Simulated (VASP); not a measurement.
# GaP (rocksalt type) (I4/mmm) in VASP: electric field gradients with PBE

Aim: the electric field gradients of GaP (rocksalt type) with PBE.

Everything below comes from runs of VASP 6.6.1. Logs are shortened: lines on timing, memory, paths and dates and some standing lists are left out, and cuts for length are marked.

## 1. The cell of the first run

It takes space group I4/mmm (No. 139, tetragonal). The conventional cell has a = 3.725 Å, b = 3.725 Å, c = 4.954 Å, α = 90.00°, β = 90.00°, γ = 90.00°. Ga (site symmetry 4/mmm) has 6 P at 2.48 to 2.63 Å within 3.3 Å. Within 3.3 Å of P (site symmetry 4/mmm) lie 6 Ga at 2.48 to 2.63 Å.

## 2. Electric field gradients, PBE (z stretched by -4 % at fixed volume)

INCAR

```
SYSTEM = GaP
ALGO = Normal
EDIFF = 1E-8
ENCUT = 520
GGA = PE
ISIF = 2
ISMEAR = -1
LASPH = .TRUE.
LCHARG = .FALSE.
LEFG = .TRUE.
LREAL = .FALSE.
LWAVE = .FALSE.
NBANDS = 16
NELM = 60
PREC = Accurate
SIGMA = 0.05
```

KPOINTS

```
k-points
0
G
  12 12 12
  0 0 0
```

POSCAR

```
GaP
1.0
    0.0000000000      2.6336787588      2.4772489364
    2.6336787588      0.0000000000      2.4772489364
    2.6336787588      2.6336787588      0.0000000000
Ga P
1 1
Direct
    0.0000000000      0.0000000000      0.0000000000
    0.5000000000      0.5000000000      0.5000000000
```

Potentials or basis: VASP PAW PBE potentials, release 64 (Ga_d, P).

Started as:

```console
cat potpaw_PBE.64/Ga_d/POTCAR potpaw_PBE.64/P/POTCAR > POTCAR
mpirun -np 1 vasp_std > vasp.out
```

OUTCAR:

```text
SYSTEM = GaP
   EDIFF = 1E-8
   ENCUT = 520
   GGA = PE
   ISIF = 2
   ISMEAR = -1
   LASPH = .TRUE.
   LREAL = .FALSE.
   NELM = 60
   PREC = Accurate

 ion  position               nearest neighbor table
   1  0.000  0.000  0.000-   2 2.48   2 2.48   2 2.63   2 2.63   2 2.63   2 2.63
   2  0.500  0.500  0.500-   1 2.48   1 2.48   1 2.63   1 2.63   1 2.63   1 2.63

  LATTYP: Found a body centered tetragonal cell.
 ALAT       =     3.7245842196
 C/A-ratio  =     1.3302150202

  Lattice vectors:

 A1 = (   0.0000000000,  -2.6336787588,  -2.4772489364)
 A2 = (   0.0000000000,   2.6336787588,  -2.4772489364)
 A3 = (   2.6336787588,   0.0000000000,   2.4772489364)

Analysis of symmetry for initial positions (statically):
=====================================================================
 Subroutine PRICEL returns:
 Original cell was already a primitive cell.

 Routine SETGRP: Setting up the symmetry group for a
 body centered tetragonal supercell.

 Subroutine GETGRP returns: Found 16 space group operations
 (whereof 16 operations were pure point group operations)
 out of a pool of 16 trial point group operations.

The static configuration has the point symmetry D_4h.

Analysis of symmetry for dynamics (positions and initial velocities):
=====================================================================
 Subroutine PRICEL returns:
 Original cell was already a primitive cell.

 Routine SETGRP: Setting up the symmetry group for a
 body centered tetragonal supercell.

 Subroutine GETGRP returns: Found 16 space group operations
 (whereof 16 operations were pure point group operations)
 out of a pool of 16 trial point group operations.

The dynamic configuration has the point symmetry D_4h.

 Subroutine INISYM returns: Found 16 space group operations
 (whereof 16 operations are pure point group operations),
 and found     1 'primitive' translations

----------------------------------------------------------------------------------------

                                     Primitive cell

  volume of cell :      34.3657

  direct lattice vectors                    reciprocal lattice vectors
     0.000000000  2.633678759  2.477248936    -0.189848514  0.189848514  0.201836801
[... 115 lines left out ...]
   LEPSILON=     F    determine dielectric tensor
   LRPA    =     F    only Hartree local field effects (RPA)
 non-spin polarized calculation
  energy-cutoff  :      520.00
  volume of cell :       34.37
 maximum number of plane-waves:       938
   NGX = 13   NGY = 13   NGZ = 13

 number of electron      18.0000006 magnetization

 Free energy of the ion-electron system (eV)
  ---------------------------------------------------
  ext. energy  EPLUGINS =         0.00000000
  ---------------------------------------------------
  free energy    TOTEN  =        -8.28190046 eV

  energy without entropy =       -8.27199554  energy(sigma->0) =       -8.27694800

 E-fermi :   6.3930     XC(G=0): -10.9568

 val. band max:        6.3894410362   @ k =  -0.1667   0.1667   0.0833
 cond. band min:       6.3940531992   @ k =  -0.3333   0.3333   0.0000
 fundamental gap:      0.0046121630
 Fermi energy:         6.3930158535

 k-point     1 :       0.0000    0.0000    0.0000
  band No.  band energies     occupation
      1      -8.3001      2.00000
      2      -8.2832      2.00000
      3      -8.2620      2.00000
      4      -8.2620      2.00000
      5      -8.2509      2.00000
      6      -6.7833      2.00000
[... 433 lines left out ...]
      3      -8.2601      2.00000
      4      -8.2253      2.00000
      5      -8.2085      2.00000
      6      -3.7672      2.00000
[... 8 lines left out ...]
     15      18.0077      0.00000
     16      18.8940      0.00000

 [... further k-points ...]
[... 5 lines left out ...]
  --------------------------------------------------------------------------------------
  -------------------------------------------------------------------------------------
  Total       -0.4034514     -0.4034514      1.2064600      0.0000000      0.0000000     -0.0000000
  in kB      -18.8094722    -18.8094722     56.2468590      0.0000000      0.0000000     -0.0000000
  external PRESSURE =       6.2093048 kB  Pullay stress =       0.0000000 kB

 VOLUME and BASIS-vectors are now :
 -----------------------------------------------------------------------------
  energy-cutoff  :      520.00
  volume of cell :       34.37
      direct lattice vectors                 reciprocal lattice vectors
     0.000000000  2.633678759  2.477248936    -0.189848514  0.189848514  0.201836801
     2.633678759  0.000000000  2.477248936     0.189848514 -0.189848514  0.201836801
     2.633678759  2.633678759  0.000000000     0.189848514  0.189848514 -0.201836801

 POSITION                                       TOTAL-FORCE (eV/Angst)
 -----------------------------------------------------------------------------------
      0.00000      0.00000      0.00000         0.000000     -0.000000      0.000000
      2.63368      2.63368      2.47725         0.000000      0.000000      0.000000
 -----------------------------------------------------------------------------------
    total drift:                               -0.000000      0.000000      0.000000

  FREE ENERGIE OF THE ION-ELECTRON SYSTEM (eV)
  ---------------------------------------------------
  free  energy   TOTEN  =        -8.2819004626 eV

  energy  without entropy=       -8.2719955359  energy(sigma->0) =       -8.27694800

 Electric field gradients (V/A^2)
---------------------------------------------------------------------
 ion       V_xx      V_yy      V_zz      V_xy      V_xz      V_yz
---------------------------------------------------------------------
   1      17.040    17.040   -34.079     0.001    -0.004    -0.004
   2       1.157     1.157    -2.313     0.000    -0.000    -0.000
---------------------------------------------------------------------

 Electric field gradients after diagonalization (V/A^2)
 (convention: |V_zz| > |V_xx| > |V_yy|)
----------------------------------------------------------------------
 ion       V_xx      V_yy      V_zz     asymmetry (V_yy - V_xx)/ V_zz
----------------------------------------------------------------------
   1      17.040    17.039   -34.079       0.000
   2       1.157     1.157    -2.313       0.000
----------------------------------------------------------------------

           NMR quadrupolar parameters

 Cq : quadrupolar parameter    Cq=e*Q*V_zz/h
 eta: asymmetry parameters     (V_yy - V_xx)/ V_zz
 Q  : nuclear electric quadrupole moment in mb (millibarn)
----------------------------------------------------------------------
 ion       Cq(MHz)       eta       Q (mb)
----------------------------------------------------------------------
   1      -0.082       0.000       1.000
   2      -0.006       0.000       1.000
----------------------------------------------------------------------
```

stdout:

```text
POSCAR found type information on POSCAR GaP
 POSCAR found :  2 types and       2 ions
 scaLAPACK will be used
 LDA part: xc-table for (Slater+PW92), standard interpolation
 POSCAR, INCAR and KPOINTS ok, starting setup
 FFT: planning ... GRIDC
 FFT: planning ... GRID_SOFT
 FFT: planning ... GRID
 WAVECAR not read
 entering main loop
ion   1

ion   2
```

It took 2.6 min on 1 thread of Intel Xeon 8259CL, shared host; peak memory 0.22 GiB.

Results:

```yaml
Free_energy: -8.2819 eV
Pressure: 0.6 GPa
Band_gap_on_the_k_mesh: zero (bands 9 and 10 overlap by 3.38 eV)
Largest_electric_field_gradient_by_atom: Ga -34.1; P -2.3 V/Å²
```

Electric field gradients, principal values (V/Å²):
| atom | least | middle | greatest (by size) |
| --- | --- | --- | --- |
| 1 Ga | 17.039 | 17.040 | -34.079 |
| 2 P | 1.157 | 1.157 | -2.313 |

Caveat: without QUAD_EFG the Cq values of the log hold for a quadrupole moment of 1 mb, not for the nuclei.
